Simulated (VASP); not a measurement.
Wanted: the native input for a VASP 6.6.1 run.

- Task: single point
- Functional: PBE
- Potentials or basis: VASP PAW PBE potentials, release 64 (Mn_pv, Cu)
- Cutoff: 520 eV
- k mesh: 6 × 6 × 6
- Occupations: gaussian, width 0.1 eV
- Spin: collinear spin, ferromagnetic start
- Starting moments: [2.62, 2.62, 2.62, 0.0] μB
- Dipole correction: no
- Further INCAR settings: ALGO = Normal; EDIFF = 1e-07; NBANDS = 37

The structure of Mn3Cu lies in POSCAR:

```
Mn3Cu
1.0
    3.5348438947      0.0000000000      0.0000000000
    0.0000000000      3.5348438947      0.0000000000
    0.0000000000      0.0000000000      3.5348438947
Mn Cu
3 1
Direct
    0.0000000000      0.5000000000      0.5000000000
    0.5000000000      0.0000000000      0.5000000000
    0.5000000000      0.5000000000      0.0000000000
    0.0000000000      0.0000000000      0.0000000000
```

One way to write it, as run:

INCAR

```
SYSTEM = Mn3Cu
ALGO = Normal
EDIFF = 1E-7
ENCUT = 520
GGA = PE
ISIF = 2
ISMEAR = 0
ISPIN = 2
LASPH = .True.
LCHARG = .True.
LELF = .True.
LMAXMIX = 4
LORBIT = 11
LREAL = .False.
LVHAR = .True.
LWAVE = .False.
MAGMOM = 2.62 2.62 2.62 0
NBANDS = 37
NELM = 150
PREC = Accurate
SIGMA = 0.1
```

KPOINTS

```
k-points
0
Gamma
  6 6 6
  0 0 0
```

Potentials or basis: VASP PAW PBE potentials, release 64 (Mn_pv, Cu).

Run with:

```bash
$ cat potpaw_PBE.64/Mn_pv/POTCAR potpaw_PBE.64/Cu/POTCAR > POTCAR
$ mpirun -np 1 vasp_std > vasp.out
```

It gave:

The pressure is 0.5 GPa, the band gap on the k mesh is zero (filled and empty bands overlap) and the net moment is 1.97 μB per cell. The site moments are Mn +0.66; Cu -0.02 μB. The valence electrons inside the program's atomic spheres are Mn 11.88; Cu 10.22.

Wall time 91 s on 1 thread of Intel(R) Xeon(R) Platinum 8259CL CPU @ 2.50GHz (Skylake/Cascade Lake), with other jobs on the host, peak memory 0.2 GiB.
